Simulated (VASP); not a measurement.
# ScAl2As3 (P-4m2) in VASP: notebook, part 2 of 2

VASP 6.6.1. Earlier steps stand in the parts before.

## 3. Single point, PBE, collinear spin, ferromagnetic start

This run uses another cell than the first one, of 18.82 Å³/atom, 0.943 times its volume.

Contents of INCAR:

```
PREC     = Accurate       # precision mode
ENCUT    = 520            # plane-wave cutoff, eV
EDIFF    = 1E-7           # SCF threshold, eV
ISMEAR   = 0              # smearing method
SIGMA    = 0.1            # smearing width, eV
LREAL    = F              # projectors in reciprocal space
LASPH    = T              # aspherical terms in the spheres
NELM     = 150            # most SCF steps
ALGO     = Normal         # electronic algorithm
ISIF     = 2              # what is computed and relaxed
LWAVE    = F              # write WAVECAR
LCHARG   = T              # write CHGCAR
ISPIN    = 2              # spin polarisation
MAGMOM   = 1 0 0 0 0 0    # initial moments
LORBIT   = 11             # projections on sites
LMAXMIX  = 4              # l up to which the mixer works
GGA      = PE             # functional
LELF     = T              # ELF
LVHAR    = T            
NBANDS   = 29             # bands
```

Contents of KPOINTS:

```
regular mesh
0
Gamma
  4 4 2
```

Contents of POSCAR:

```
ScAl2As3
1.0
    3.8217085420      0.0000000000      0.0000000000
    0.0000000000      3.8217085420      0.0000000000
    0.0000000000      0.0000000000      7.7302276572
Sc Al As
1 2 3
Direct
    0.5000000000      0.5000000000      0.0000000000
    0.5000000000      0.0000000000      0.6709879925
    0.0000000000      0.5000000000      0.3290120075
    0.5000000000      0.0000000000      0.3310382068
    0.0000000000      0.5000000000      0.6689617932
    0.0000000000      0.0000000000      0.0000000000
```

Potentials or basis: VASP PAW PBE potentials, release 64 (Sc_sv, Al, As).

Started as:

```sh
$ cat potpaw_PBE.64/Sc_sv/POTCAR potpaw_PBE.64/Al/POTCAR potpaw_PBE.64/As/POTCAR > POTCAR
$ mpirun -np 1 vasp_std > vasp.out
```

OUTCAR:

```text
PREC = Accurate
   ENCUT = 520
   EDIFF = 1E-7
   ISMEAR = 0
   LREAL = F
   LASPH = T
   NELM = 150
   ISIF = 2
   ISPIN = 2
   LORBIT = 11
   GGA = PE

 ion  position               nearest neighbor table
   1  0.500  0.500  0.000-   6 2.70   6 2.70   6 2.70   6 2.70   3 3.18   3 3.18   2 3.18   2 3.18

   2  0.500  0.000  0.671-   4 2.63   5 2.70   5 2.70   5 2.70   5 2.70   1 3.18   1 3.18
   3  0.000  0.500  0.329-   5 2.63   4 2.70   4 2.70   4 2.70   4 2.70   1 3.18   1 3.18
   4  0.500  0.000  0.331-   2 2.63   3 2.70   3 2.70   3 2.70   3 2.70
   5  0.000  0.500  0.669-   3 2.63   2 2.70   2 2.70   2 2.70   2 2.70
   6  0.000  0.000  0.000-   1 2.70   1 2.70   1 2.70   1 2.70

  LATTYP: Found a simple tetragonal cell.
 ALAT       =     3.8217085420
 C/A-ratio  =     2.0227151213

  Lattice vectors:

 A1 = (   3.8217085420,   0.0000000000,   0.0000000000)
 A2 = (   0.0000000000,   3.8217085420,   0.0000000000)
 A3 = (   0.0000000000,   0.0000000000,   7.7302276572)

Analysis of symmetry for initial positions (statically):
[... 946 lines left out ...]
  -------------------------------------------------------------------------------------
  Total        0.2477495      0.2477495      0.2184693      0.0000000      0.0000000      0.0000000
  in kB        3.5157337      3.5157337      3.1002270      0.0000000      0.0000000      0.0000000
  external PRESSURE =       3.3772315 kB  Pullay stress =       0.0000000 kB

 VOLUME and BASIS-vectors are now :
 -----------------------------------------------------------------------------
  energy-cutoff  :      520.00
  volume of cell :      112.90
      direct lattice vectors                 reciprocal lattice vectors
     3.821708542  0.000000000  0.000000000     0.261663073  0.000000000  0.000000000
     0.000000000  3.821708542  0.000000000     0.000000000  0.261663073  0.000000000
     0.000000000  0.000000000  7.730227657     0.000000000  0.000000000  0.129362296

 POSITION                                       TOTAL-FORCE (eV/Angst)
 -----------------------------------------------------------------------------------
      1.91085      1.91085      0.00000         0.000000      0.000000      0.000000
      1.91085      0.00000      5.18689         0.000000     -0.000000      0.005638
      0.00000      1.91085      2.54334         0.000000     -0.000000     -0.005638
      1.91085      0.00000      2.55900        -0.000000     -0.000000      0.014702
      0.00000      1.91085      5.17123         0.000000     -0.000000     -0.014702
      0.00000      0.00000      0.00000         0.000000     -0.000000      0.000000
 -----------------------------------------------------------------------------------
    total drift:                                0.000000      0.000000     -0.000000

  FREE ENERGIE OF THE ION-ELECTRON SYSTEM (eV)
  ---------------------------------------------------
  free  energy   TOTEN  =       -29.9843954010 eV

  energy  without entropy=      -29.9718785972  energy(sigma->0) =      -29.97813700

 total charge

# of ion       s       p       d       tot
------------------------------------------
    1        2.168   6.122   1.158   9.448
    2        0.437   0.291   0.000   0.728
    3        0.437   0.291   0.000   0.728
    4        1.252   1.481   0.039   2.772
    5        1.252   1.481   0.039   2.772
    6        1.257   1.497   0.038   2.792
--------------------------------------------------
tot          6.804  11.162   1.274  19.241

 magnetization (x)

# of ion       s       p       d       tot
------------------------------------------
    1        0.000   0.000   0.000   0.000
    2       -0.000   0.000   0.000   0.000
    3       -0.000   0.000   0.000   0.000
    4       -0.000  -0.000   0.000  -0.000
    5       -0.000  -0.000   0.000  -0.000
    6       -0.000   0.000   0.000  -0.000
--------------------------------------------------
tot         -0.000  -0.000   0.000  -0.000
```

OSZICAR:

```text
N       E                     dE             d eps       ncg     rms          rms(c)
DAV:   1     0.225505701002E+03    0.22551E+03   -0.13158E+04  1416   0.975E+02
DAV:   2    -0.126140765183E+02   -0.23812E+03   -0.22433E+03  1397   0.279E+02
DAV:   3    -0.305556109379E+02   -0.17942E+02   -0.16503E+02  1968   0.705E+01
DAV:   4    -0.313992110933E+02   -0.84360E+00   -0.82805E+00  1918   0.149E+01
DAV:   5    -0.314145141332E+02   -0.15303E-01   -0.15296E-01  1799   0.225E+00    0.102E+01
DAV:   6    -0.299968705056E+02    0.14176E+01   -0.30150E+00  1972   0.174E+01    0.376E+00
DAV:   7    -0.300069051318E+02   -0.10035E-01   -0.44069E-01  1993   0.520E+00    0.253E+00
DAV:   8    -0.299869799209E+02    0.19925E-01   -0.61124E-02  2031   0.226E+00    0.104E+00
DAV:   9    -0.299841703417E+02    0.28096E-02   -0.84500E-03  1911   0.592E-01    0.217E-01
DAV:  10    -0.299843301865E+02   -0.15984E-03   -0.14501E-03  1971   0.296E-01    0.952E-02
DAV:  11    -0.299843848261E+02   -0.54640E-04   -0.22734E-04  2069   0.121E-01    0.452E-02
DAV:  12    -0.299843940772E+02   -0.92512E-05   -0.60455E-05  2018   0.729E-02    0.183E-02
DAV:  13    -0.299843964369E+02   -0.23597E-05   -0.68727E-06  1717   0.162E-02    0.751E-03
DAV:  14    -0.299843956013E+02    0.83564E-06   -0.16103E-06  1943   0.906E-03    0.281E-03
DAV:  15    -0.299843953945E+02    0.20680E-06   -0.14702E-07  1167   0.216E-03    0.103E-03
DAV:  16    -0.299843954010E+02   -0.65415E-08   -0.37172E-08   946   0.144E-03
   1 F= -.29984395E+02 E0= -.29978137E+02  d E =-.125168E-01  mag=    -0.0000
```

Wall time 2.1 min (1 thread of Intel Xeon Platinum 8259CL at 2.50GHz (Skylake/Cascade Lake), shared host); peak memory 0.27 GiB.

Results:

* Free energy: -29.9844 eV
* Pressure: 0.3 GPa
* Largest force: 0.015 eV/Å
* Band gap on the k mesh: zero (filled and empty bands overlap)
* Net moment: 0.00 μB per cell
* Valence electrons inside the program's atomic spheres: Sc 9.45; Al 0.73; As 2.77, 2.79

Forces on the atoms (eV/Å):
```
Sc   0.000  0.000  0.000
Al   0.000  0.000  0.006
Al   0.000  0.000 -0.006
As   0.000  0.000  0.015
As   0.000  0.000 -0.015
As   0.000  0.000  0.000
```

Caveat: the k points lie up to 0.41 Å⁻¹ apart.
